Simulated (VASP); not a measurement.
Wanted: the native input for a VASP 6.6.1 run.

| Property | Result |
| --- | --- |
| Task | relaxation of shape and atoms at fixed volume |
| Functional | r2SCAN |
| Potentials or basis | VASP PAW PBE potentials, release 64 (C) |
| Cutoff | 600 eV |
| k mesh | 18 × 18 × 18 |
| Occupations | gaussian, width 0.02 eV |
| Spin | no spin polarisation |
| Dipole correction | no |
| Further INCAR settings | ALGO = Normal; EDIFF = 1e-06; IBRION = 2; EDIFFG = -0.01; NSW = 50; ISIF = 4 |

Crystal: C.

```xyz
2
Lattice="1.2403 0.7161 3.6494 -1.2403 0.7161 3.6494 0.0000 -1.4322 3.6494" Properties=species:S:1:pos:R:3 pbc="T T T"
C     0.0000    0.0000    9.1236
C     0.0000    0.0000    1.8246
```

This cell differs from its parent crystal: volume scaled by 1.06.

The input as run:

POSCAR

```
C
1.0
    1.2403193872      0.7160987321      3.6493895395
   -1.2403193872      0.7160987321      3.6493895395
    0.0000000000     -1.4321974642      3.6493895395
C
2
Direct
    0.8333464452      0.8333464452      0.8333464452
    0.1666535548      0.1666535548      0.1666535548
```

INCAR.step1

```
SYSTEM = C
ALGO = Normal
EDIFF = 1E-4
ENCUT = 600
GGA = PE
ISMEAR = 0
LASPH = .True.
LCHARG = .False.
LREAL = .False.
LWAVE = .True.
NELM = 100
PREC = Accurate
SIGMA = 0.02
```

INCAR.step2

```
SYSTEM = C
ALGO = Normal
EDIFF = 1E-6
EDIFFG = -0.01
ENCUT = 600
IBRION = 2
ISIF = 4
ISMEAR = 0
ISTART = 1
LASPH = .True.
LCHARG = .False.
LMIXTAU = .True.
LREAL = .False.
LWAVE = .False.
METAGGA = R2SCAN
NELM = 100
NSW = 50
PREC = Accurate
SIGMA = 0.02
```

KPOINTS

```
k-points
0
Gamma
  18 18 18
  0 0 0
```

Potentials or basis: VASP PAW PBE potentials, release 64 (C).

Command:

```bash
$ cat potpaw_PBE.64/C/POTCAR > POTCAR
$ cp INCAR.step1 INCAR
$ mpirun -np 1 vasp_std > vasp.out
$ cp INCAR.step2 INCAR
$ mpirun -np 1 vasp_std > vasp.out
```

It gave:

```json
{
 "Energy gained by relaxing": "5.2 meV/atom",
 "Ionic steps": "3",
 "Pressure after relaxing": "-1.1 GPa",
 "Band gap on the k mesh": "0.37 eV, direct"
}
```

Caveat: the PAW data sets were made with another functional, which shifts forces and pressure a little.

It took 8.7 min on 1 thread of Intel(R) Xeon(R) 6975P-C (Granite Rapids), on a shared host, peak memory 0.25 GiB.
